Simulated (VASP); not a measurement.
# LaPd2 (I4/mmm) in VASP: further runs

Aim: see how the results for LaPd2 move with the level of theory and the settings. Levels: PBE, PBEsol, revPBE. Tasks: relaxation of the atoms, single point.

Program: VASP 6.6.1. These are calculated values, not measurements. Logs are shortened: lines on timing, memory, paths and dates and some standing lists are left out, and cuts for length are marked.

### 1 The cell of the first run

It takes space group I4/mmm (No. 139, tetragonal). Conventional cell: a = 3.847 Å, b = 3.847 Å, c = 8.943 Å, α = 90.00°, β = 90.00°, γ = 90.00°. Within 3.9 Å of La (site symmetry 4/mmm) lie 8 Pd at 2.95 Å and 4 La at 3.85 Å. Pd (site symmetry -4m2) has 4 Pd at 2.72 Å and 4 La at 2.95 Å within 3.6 Å.

### 2 Relaxation of the atoms, PBE

Input file INCAR:

```
PREC = Accurate
ENCUT = 520
EDIFF = 1E-6
ISMEAR = -1
SIGMA = 0.05
LREAL = False
LASPH = True
NELM = 80
ALGO = Fast
ISIF = 2
LWAVE = False
LCHARG = False
GGA = PE
IBRION = 2
NSW = 60
EDIFFG = -0.01
```

Input file KPOINTS:

```
regular mesh
0
Gamma
  8 8 8
```

Input file POSCAR:

```
LaPd2
1.0
   -1.9237190400      1.9237190400      4.4717310000
    1.9237190400     -1.9237190400      4.4717310000
    1.9237190400      1.9237190400     -4.4717310000
La Pd
1 2
Direct
    0.0000000000      0.0000000000      0.0000000000
    0.2500000000      0.7500000000      0.5000000000
    0.7500000000      0.2500000000      0.5000000000
```

Potentials or basis: VASP PAW PBE potentials, release 64 (La, Pd).

On the command line:

```bash
$ cat potpaw_PBE.64/La/POTCAR potpaw_PBE.64/Pd/POTCAR > POTCAR
$ mpirun -np 1 vasp_std > vasp.out
```

OUTCAR:

```text
PREC = Accurate
   ENCUT = 520
   EDIFF = 1E-6
   ISMEAR = -1
   LREAL = False
   LASPH = True
   NELM = 80
   ISIF = 2
   GGA = PE
   IBRION = 2
   NSW = 60
   EDIFFG = -0.01

 ion  position               nearest neighbor table
   1  0.000  0.000  0.000-   3 2.95   2 2.95   2 2.95   3 2.95   2 2.95   3 2.95   3 2.95   2 2.95

   2  0.250  0.750  0.500-   3 2.72   3 2.72   3 2.72   3 2.72   1 2.95   1 2.95   1 2.95   1 2.95

   3  0.750  0.250  0.500-   2 2.72   2 2.72   2 2.72   2 2.72   1 2.95   1 2.95   1 2.95   1 2.95

  LATTYP: Found a body centered tetragonal cell.
 ALAT       =     3.8474380800
 C/A-ratio  =     2.3245239596

  Lattice vectors:

 A1 = (  -1.9237190400,   1.9237190400,   4.4717310000)
 A2 = (   1.9237190400,  -1.9237190400,   4.4717310000)
 A3 = (   1.9237190400,   1.9237190400,  -4.4717310000)

Analysis of symmetry for initial positions (statically):
=====================================================================
 Subroutine PRICEL returns:
 Original cell was already a primitive cell.

 Routine SETGRP: Setting up the symmetry group for a
 body centered tetragonal supercell.

 Subroutine GETGRP returns: Found 16 space group operations
 (whereof 16 operations were pure point group operations)
 out of a pool of 16 trial point group operations.

The static configuration has the point symmetry D_4h.

Analysis of symmetry for dynamics (positions and initial velocities):
=====================================================================
 Subroutine PRICEL returns:
 Original cell was already a primitive cell.

 Routine SETGRP: Setting up the symmetry group for a
 body centered tetragonal supercell.

 Subroutine GETGRP returns: Found 16 space group operations
 (whereof 16 operations were pure point group operations)
 out of a pool of 16 trial point group operations.

The dynamic configuration has the point symmetry D_4h.

 Subroutine INISYM returns: Found 16 space group operations
 (whereof 16 operations are pure point group operations),
 and found     1 'primitive' translations

----------------------------------------------------------------------------------------

                                     Primitive cell

  volume of cell :      66.1940

  direct lattice vectors                    reciprocal lattice vectors
    -1.923719040  1.923719040  4.471731000     0.000000000  0.259913215  0.111813524
     1.923719040 -1.923719040  4.471731000     0.259913215  0.000000000  0.111813524
     1.923719040  1.923719040 -4.471731000     0.259913215  0.259913215  0.000000000

  length of vectors
     5.234287729  5.234287729  5.234287729     0.282943710  0.282943710  0.367572793

  position of ions in fractional coordinates (direct lattice)
     0.000000000  0.000000000  0.000000000
     0.250000000  0.750000000  0.500000000
     0.750000000  0.250000000  0.500000000

  ion indices of the primitive-cell ions
   primitive index   ion index
                 1           1
                 2           2
                 3           3

----------------------------------------------------------------------------------------

 KPOINTS: regular mesh

Automatic generation of k-mesh.
 Grid dimensions read from file:
 generate k-points for:    8    8    8

 Generating k-lattice:

  Cartesian coordinates                     Fractional coordinates (reciprocal lattice)
     0.000000000  0.032489152  0.013976690     0.125000000  0.000000000  0.000000000
     0.032489152  0.000000000  0.013976690     0.000000000  0.125000000  0.000000000
     0.032489152  0.032489152  0.000000000     0.000000000  0.000000000  0.125000000

  Length of vectors
     0.035367964  0.035367964  0.045946599

  Shift w.r.t. Gamma in fractional coordinates (k-lattice)
     0.000000000  0.000000000  0.000000000

 Subroutine IBZKPT returns following result:
 ===========================================

 Found     59 irreducible k-points:

 Following reciprocal coordinates:
            Coordinates               Weight
  0.000000  0.000000  0.000000      1.000000
  0.125000  0.000000  0.000000      8.000000
  0.250000  0.000000  0.000000      8.000000
  0.375000  0.000000  0.000000      8.000000
  0.500000  0.000000  0.000000      4.000000
  0.125000  0.125000  0.000000      8.000000
[... 16 lines left out ...]
  0.250000  0.125000  0.125000     16.000000
  0.375000  0.125000  0.125000      8.000000
 [... further k-points ...]
   k-points           NKPTS =     59   k-points in BZ     NKDIM =     59   number of bands    NBANDS=     19
   number of dos      NEDOS =    301   number of ions     NIONS =      3
   total plane-waves  NPLWV =  64000
   dimension x,y,z NGX =    40 NGY =   40 NGZ =   40
   dimension x,y,z NGXF=    80 NGYF=   80 NGZF=   80
   ions per type =               1   2
   NGX,Y,Z   is equivalent  to a cutoff of  12.70, 12.70, 12.70 a.u.
   NGXF,Y,Z  is equivalent  to a cutoff of  25.41, 25.41, 25.41 a.u.
 SYSTEM =  unknown system
   PREC   = accura    normal or accurate (medium, high low for compatibility)
   ISTART =      0    job   : 0-new  1-cont  2-samecut
   ICHARG =      2    charge: 1-file 2-atom 10-const
   ISPIN  =      1    spin polarized calculation?
   LNONCOLLINEAR =      F non collinear calculations
   LSORBIT =      F    spin-orbit coupling
   LASPH  =      T    aspherical Exc in radial PAW
   ENCUT  =  520.0 eV  38.22 Ry    6.18 a.u.   9.73  9.73  9.73*2*pi/ulx,y,z
   NELM   =     80;   NELMIN=  2; NELMDL= -5     # of ELM steps
   EDIFF  = 0.1E-05   stopping-criterion for ELM
   LREAL  =      F    real-space projection
   EDIFFG = -.1E-01   stopping-criterion for IOM
   NSW    =     60    number of steps for IOM
   IBRION =      2    ionic relax: 0-MD 1-quasi-New 2-CG
   NFREE  =      1    steps in history (QN), initial steepest desc. (CG)
   ISIF   =      2    stress and relaxation
   ISYM   =      2    0-nonsym 1-usesym 2-fastsym
   POTIM  = 0.5000    time-step for ionic-motion
   TEBEG  =    0.0;   TEEND  =   0.0 temperature during run
   PSTRESS=    0.0 pullay stress
   NELECT =      31.0000    total number of electrons
   NUPDOWN=      -1.0000    fix difference up-down
   EMIN   =  10.00;   EMAX   =-10.00  energy-range for DOS
   EFERMI =   0.00;   METHOD = LEGACY
   ISMEAR =    -1;   SIGMA  =   0.05  broadening in eV -4-tet -1-fermi 0-gaus
   EFERMI_NEDOS =   21; number of points for ismear=-14 and -15
   IALGO  =     68    algorithm
   IMIX   =      4    mixing-type and parameters
     AMIX     =   0.40;   BMIX     =  1.00
     AMIX_MAG =   1.60;   BMIX_MAG =  1.00
  volume/ion in A,a.u.               =      22.06       148.90
  Fermi-wavevector in a.u.,A,eV,Ry     =   1.271323  2.402451 21.990566  1.616261
  Thomas-Fermi vector in A             =   2.404262
   LORBIT       =      0    0 simple, 1 ext, 2 COOP (PROOUT), +10 PAW based schemes
   GGA     = PE    functional components
   LHFCALC =     F    Hartree Fock is set to
   AEXX    =    0.0000 exact exchange contribution
   IVDW    =     0    specifies the selected vdW correction
   LEPSILON=     F    determine dielectric tensor
   LRPA    =     F    only Hartree local field effects (RPA)
 conjugate gradient relaxation of ions
 non-spin polarized calculation
 RMM-DIIS sequential band-by-band and
  energy-cutoff  :      520.00
  volume of cell :       66.19
 maximum number of plane-waves:      1802
   NGX = 19   NGY = 19   NGZ = 19

 number of electron      31.0000003 magnetization

 Free energy of the ion-electron system (eV)
  ---------------------------------------------------
  ext. energy  EPLUGINS =         0.00000000
  ---------------------------------------------------
  free energy    TOTEN  =       -16.95236305 eV

  energy without entropy =      -16.92940755  energy(sigma->0) =      -16.94088530

 E-fermi :   8.8556     XC(G=0): -11.0768

 val. band max:        8.8443765204   @ k =  -0.1250  -0.1250   0.1250
 cond. band min:       8.8588690450   @ k =  -0.1250   0.5000   0.1250
 fundamental gap:      0.0144925246
 Fermi energy:         8.8556173308

 k-point     1 :       0.0000    0.0000    0.0000
  band No.  band energies     occupation
      1     -23.6464      2.00000
      2      -7.5229      2.00000
      3      -7.2892      2.00000
      4      -7.2892      2.00000
      5       3.2874      2.00000
      6       4.2858      2.00000
[... 11 lines left out ...]
     18      10.9765      0.00000
     19      11.1675      0.00000

 k-point     2 :       0.1250    0.0000    0.0000
  band No.  band energies     occupation
      1     -23.6381      2.00000
      2      -7.5245      2.00000
      3      -7.3871      2.00000
      4      -7.2783      2.00000
      5       3.5177      2.00000
      6       4.3925      2.00000
[... 11 lines left out ...]
     18      10.3922      0.00000
     19      11.2017      0.00000

 k-point     3 :       0.2500    0.0000    0.0000
  band No.  band energies     occupation
      1     -23.6179      2.00000
      2      -7.6173      2.00000
      3      -7.5228      2.00000
      4      -7.2517      2.00000
      5       4.1127      2.00000
      6       4.7089      2.00000
[... 11 lines left out ...]
     18      10.9379      0.00000
     19      11.3132      0.00000

 k-point     4 :       0.3750    0.0000    0.0000
  band No.  band energies     occupation
      1     -23.5976      2.00000
      2      -7.8292      2.00000
      3      -7.5248      2.00000
      4      -7.2249      2.00000
      5       4.8071      2.00000
      6       5.1736      2.00000
[... 407 lines left out ...]
     18      10.7282      0.00000
     19      11.1220      0.00000

 k-point    23 :       0.2500    0.1250    0.1250
  band No.  band energies     occupation
      1     -23.5726      2.00000
      2      -7.7875      2.00000
      3      -7.5433      2.00000
      4      -7.4937      2.00000
      5       4.5525      2.00000
      6       4.8564      2.00000
[... 11 lines left out ...]
     18      10.7186      0.00000
     19      11.2538      0.00000

 k-point    24 :       0.3750    0.1250    0.1250
  band No.  band energies     occupation
      1     -23.5645      2.00000
      2      -7.8700      2.00000
      3      -7.5309      2.00000
      4      -7.4922      2.00000
      5       4.8845      2.00000
      6       4.9427      2.00000
[... 11 lines left out ...]
     18      10.3848      0.00000
     19      11.1348      0.00000

 [... further k-points ...]

------------------------ aborting loop because EDIFF is reached ----------------------------------------

  FORCE on cell =-STRESS in cart. coord.  units (eV):
  Direction    XX          YY          ZZ          XY          YZ          ZX
  --------------------------------------------------------------------------------------
  -------------------------------------------------------------------------------------
  Total        3.0204579      3.0204579      2.1203041      0.0000000      0.0000000     -0.0000000
  in kB       73.1079179     73.1079179     51.3203718      0.0000000      0.0000000     -0.0000000
  external PRESSURE =      65.8454026 kB  Pullay stress =       0.0000000 kB

 VOLUME and BASIS-vectors are now :
 -----------------------------------------------------------------------------
  energy-cutoff  :      520.00
  volume of cell :       66.19
      direct lattice vectors                 reciprocal lattice vectors
    -1.923719040  1.923719040  4.471731000     0.000000000  0.259913215  0.111813524
     1.923719040 -1.923719040  4.471731000     0.259913215  0.000000000  0.111813524
     1.923719040  1.923719040 -4.471731000     0.259913215  0.259913215  0.000000000

 POSITION                                       TOTAL-FORCE (eV/Angst)
 -----------------------------------------------------------------------------------
      0.00000      0.00000      0.00000        -0.000000      0.000000     -0.000000
      1.92372      0.00000      2.23587        -0.000000      0.000000      0.000000
      0.00000      1.92372      2.23587         0.000000     -0.000000      0.000000
 -----------------------------------------------------------------------------------
    total drift:                                0.000000     -0.000000     -0.000000

  FREE ENERGIE OF THE ION-ELECTRON SYSTEM (eV)
  ---------------------------------------------------
  free  energy   TOTEN  =       -16.9523630480 eV

  energy  without entropy=      -16.9294075535  energy(sigma->0) =      -16.94088530

 reached required accuracy - stopping structural energy minimisation
```

It took 10 min on 1 thread of Intel Xeon 8259CL, shared host; peak memory 0.32 GiB.

Results:

```
Free energy             : -16.9524 eV
Pressure after relaxing : 6.6 GPa
Band gap on the k mesh  : zero (an odd number of electrons rules out a gap without spin polarisation)
```

Stress tensor (GPa, compression positive):
```
7.31 0.00 0.00
0.00 7.31 0.00
0.00 0.00 5.13
```

Final structure:
```
La Pd
1.0
    -1.92372    1.92372    4.47173
     1.92372   -1.92372    4.47173
     1.92372    1.92372   -4.47173
La Pd
1 2
Cartesian
  0.0000 0.0000 0.0000
  1.9237 0.0000 2.2359
  0.0000 1.9237 2.2359
```

Caveat: spin-orbit coupling is left out, which moves the levels of the heavy elements.

(Part 1 of 2 ends here.)

The gap in the log of VASP goes by the Fermi energy; the results here count the filled bands.